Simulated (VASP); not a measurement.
Here is a VASP 6.6.1 calculation.

Contents of INCAR:

```
ALGO     = Fast           # electronic algorithm
EDIFF    = 1E-6           # SCF threshold, eV
ENCUT    = 520            # plane-wave cutoff, eV
GGA      = PS             # functional
ISIF     = 2              # what is computed and relaxed
ISMEAR   = 0              # smearing method
LASPH    = True           # aspherical terms in the spheres
LCHARG   = False          # write CHGCAR
LREAL    = False          # projectors in reciprocal space
LWAVE    = False          # write WAVECAR
NBANDS   = 26             # bands
NELM     = 60             # most SCF steps
PREC     = Accurate       # precision mode
SIGMA    = 0.15           # smearing width, eV
```

Contents of KPOINTS:

```
k-points
0
Gamma
  12 10 10
```

Contents of POSCAR:

```
Al2Cu
1.0
    4.0841721965      0.0000000000      0.0000000000
    0.0000000000      4.0841721965      2.8463947513
    0.0000000000     -4.0841721965      2.8463947513
Al Cu
4 2
Direct
    0.5000000000      0.7683635744      0.7316364256
    0.5000000000      0.2316364256      0.2683635744
    0.0000000000      0.5000000000      0.0000000000
    0.0000000000      0.0000000000      0.5000000000
    0.0000000000      0.0000000000      1.0000000000
    0.0000000000      0.5000000000      0.5000000000
```

Potentials or basis: VASP PAW PBE potentials, release 64 (Al, Cu).

Launch:

```console
$ cat potpaw_PBE.64/Al/POTCAR potpaw_PBE.64/Cu/POTCAR > POTCAR
$ mpirun -np 1 vasp_std > vasp.out
```

(1) Estimate the pressure.

(2) Estimate the largest force.

(3) What does it give for the band gap on the k mesh?

Results:

(1) 0.3 GPa.

(2) 0.082 eV/Å.

(3) zero (bands 17 and 18 overlap by 3.12 eV).

Caveat: the cell differs from its parent crystal (atoms displaced along a vibrational mode); the PAW data sets were made with another functional, which shifts forces and pressure a little.
